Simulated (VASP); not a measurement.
# VH6: relaxation of cell and atoms with PBE

VH6:

```
V H
1.0
     3.81515    0.00000    0.00000
     0.00000    3.81515    0.00000
     0.00000    0.00000    3.81515
V H
1 6
Direct
  0.00000 0.00000 0.00000
  0.50000 0.50000 0.20700
  0.50000 0.50000 0.79300
  0.20700 0.50000 0.50000
  0.79300 0.50000 0.50000
  0.50000 0.20700 0.50000
  0.50000 0.79300 0.50000
```

The cell was generated, and may not be a known phase.

```yaml
Program: VASP 6.6.1
Task: relaxation of cell and atoms
Functional: PBE
Potentials_or_basis: VASP PAW PBE potentials, release 64 (V_sv, H)
Cutoff: 600 eV
k_mesh: 4 × 4 × 4
Occupations: gaussian, width 0.1 eV
Spin: collinear spin, ferromagnetic start
Starting_moments: "[2.0, 0.0, 0.0, 0.0, 0.0, 0.0, 0.0] μB"
Dipole_correction: no
Further_INCAR_settings: ALGO = Normal; EDIFF = 1e-07; IBRION = 2; EDIFFG = -0.04; NSW = 90; ISIF = 3
```

```yaml
Relaxed_volume: 4.62 Å³/atom
Relaxed_cell: a = 3.187 Å, b = 3.187 Å, c = 3.187 Å, α = 90.00°, β = 90.00°, γ = 90.00°
Space_group_after_relaxing_to_0.1_Å: Pm-3m (No. 221)
Energy_gained_by_relaxing: 564.9 meV/atom
Ionic_steps: 12
Pressure_after_relaxing: -0.1 GPa
Net_moment: -0.08 μB per cell
Site_moments: V -0.08; H +0.00 μB
Valence_electrons_inside_the_program's_atomic_spheres: V 11.42; H 0.56
```

Step by step:
| step | energy change (eV) | largest force (eV/Å) | pressure (GPa) | volume (Å³) |
| --- | --- | --- | --- | --- |
| 1 | 0.0000 | 0.4368 | -23.11 | 55.53 |
| 2 | -1.4010 | 0.6915 | -24.05 | 46.83 |
| 3 | -3.3096 | 1.0387 | 21.49 | 26.27 |
| 4 | -3.4111 | 1.0856 | -3.80 | 30.97 |
| 5 | -3.4538 | 1.0907 | 3.58 | 29.20 |
| 6 | -3.7689 | 0.2075 | 12.65 | 28.11 |
| 7 | -3.7692 | 0.1681 | 13.14 | 28.07 |
| 8 | -3.9006 | 0.1845 | 5.47 | 30.03 |
| 9 | -3.9528 | 0.0884 | -0.44 | 32.26 |
| 10 | -3.9530 | 0.0808 | -0.69 | 32.39 |
| 11 | -3.9529 | 0.0901 | 0.52 | 32.33 |
| 12 | -3.9541 | 0.0005 | -0.13 | 32.36 |

Final structure:
```
CELL_PARAMETERS angstrom
3.18659 0.00000 0.00000
0.00000 3.18659 0.00000
0.00000 0.00000 3.18659
ATOMIC_POSITIONS crystal
V 0.00000 0.00000 0.00000
H 0.50000 0.50000 0.14312
H 0.50000 0.50000 0.85688
H 0.14312 0.50000 0.50000
H 0.85688 0.50000 0.50000
H 0.50000 0.14312 0.50000
H 0.50000 0.85688 0.50000
```

Levels at points of the mesh, in eV from the Fermi level:
Spin up:
| k point | band 5 | band 6 | band 7 | band 8 | band 9 | band 10 | band 11 | band 12 | band 13 | band 14 |
| --- | --- | --- | --- | --- | --- | --- | --- | --- | --- | --- |
| (0.00, 0.00, 0.00) | -15.55 | -6.21 | -6.21 | 0.63 | 0.63 | 0.63 | 0.93 | 0.93 | 1.56 | 1.56 |
| (0.50, 0.00, 0.00) | -13.29 | -10.61 | -4.79 | -1.62 | -1.18 | -1.18 | 0.75 | 1.22 | 5.21 | 5.49 |
| (0.50, 0.50, 0.00) | -11.44 | -9.30 | -9.30 | -2.52 | -0.30 | -0.30 | 1.25 | 1.25 | 2.58 | 3.19 |
| (0.50, 0.50, 0.50) | -9.34 | -9.34 | -9.34 | -5.86 | 1.31 | 1.31 | 1.67 | 1.67 | 1.67 | 2.01 |
Spin down:
| k point | band 6 | band 7 | band 8 | band 9 | band 10 | band 11 | band 12 | band 13 |
| --- | --- | --- | --- | --- | --- | --- | --- | --- |
| (0.00, 0.00, 0.00) | -6.21 | -6.21 | 0.53 | 0.53 | 0.91 | 0.91 | 1.56 | 1.56 |
| (0.50, 0.00, 0.00) | -10.61 | -4.78 | -1.64 | -1.26 | -1.26 | 0.64 | 1.18 | 5.19 |
| (0.50, 0.50, 0.00) | -9.29 | -9.29 | -2.55 | -0.39 | -0.39 | 1.18 | 1.21 | 2.55 |
| (0.50, 0.50, 0.50) | -9.34 | -9.34 | -5.85 | 1.27 | 1.27 | 1.65 | 1.91 | 1.91 |

Wall time 14 min on 1 thread of Intel Xeon 8259CL, on a shared host, peak memory 0.2 GiB.

Caveat: the k points lie up to 0.49 Å⁻¹ apart in the final cell; the volume moved by over 15 % at a fixed basis, so the end points are rough.
